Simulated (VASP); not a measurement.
# SnSe: single point with PBEsol+D3(BJ)

Crystal: SnSe.

```xyz
4
Lattice="4.3610 0.0000 0.0000 0.0000 4.3610 0.0000 0.0000 0.0000 5.8741" Properties=species:S:1:pos:R:3 pbc="T T T"
Sn    2.1805    0.0000    1.4687
Sn    0.0000    2.1805    4.4054
Se    2.1805    0.0000    4.4055
Se    0.0000    2.1805    1.4686
```

| Quantity | Value |
| --- | --- |
| Program | VASP 6.6.1 |
| Task | single point |
| Functional | PBEsol |
| Dispersion | D3(BJ) |
| Potentials or basis | VASP PAW PBE potentials, release 64 (Sn_d, Se) |
| Cutoff | 520 eV |
| k mesh | 8 × 8 × 6 |
| Occupations | gaussian, width 0.03 eV |
| Spin | no spin polarisation |
| Dipole correction | no |
| Further INCAR settings | ALGO = Normal; EDIFF = 1e-06; NBANDS = 28 |

* Pressure: -4.5 GPa
* Band gap on the k mesh: 0.38 eV
* Dispersion energy per atom: -0.322 eV

Stress tensor (GPa, compression positive):
```
-6.32  0.00  0.00
 0.00 -6.32  0.00
 0.00  0.00 -0.71
```

Levels at points of the mesh, in eV from the valence-band top:
```
           k point  band 16  band 17  band 18  band 19  band 20  band 21  band 22  band 23  band 24  band 25
(0.00, 0.00, 0.00)    -3.53    -3.53    -2.36    -1.88    -1.88     2.98     3.91     3.91     5.08     5.12
(0.50, 0.00, 0.00)    -3.97    -2.02    -2.02    -0.83    -0.83     1.25     1.25     1.81     1.81     4.70
(0.50, 0.50, 0.00)    -5.23    -3.69    -3.69    -3.14    -3.14     3.15     3.15     4.79     4.79     5.66
(0.00, 0.00, 0.50)    -2.79    -2.79    -2.79    -1.21    -1.21     2.19     2.19     3.96     3.96     4.10
(0.50, 0.00, 0.50)    -1.83    -1.76    -1.76     0.00     0.00     0.61     0.61     1.19     1.19     1.47
(0.50, 0.50, 0.50)    -4.38    -4.37    -4.37    -0.44    -0.44     1.70     1.70     4.54     4.54     4.54
```

Wall time 96 s on 1 thread of Intel Xeon 8259CL, on a shared host, peak memory 0.32 GiB.

Caveat: the stress differs along the axes, from -6 to -1 GPa; semilocal functionals underestimate gaps, and a narrow one can read as zero; the PAW data sets were made with another functional, which shifts forces and pressure a little; spin-orbit coupling is left out, which moves the levels of the heavy elements. A k mesh can miss the band edges.
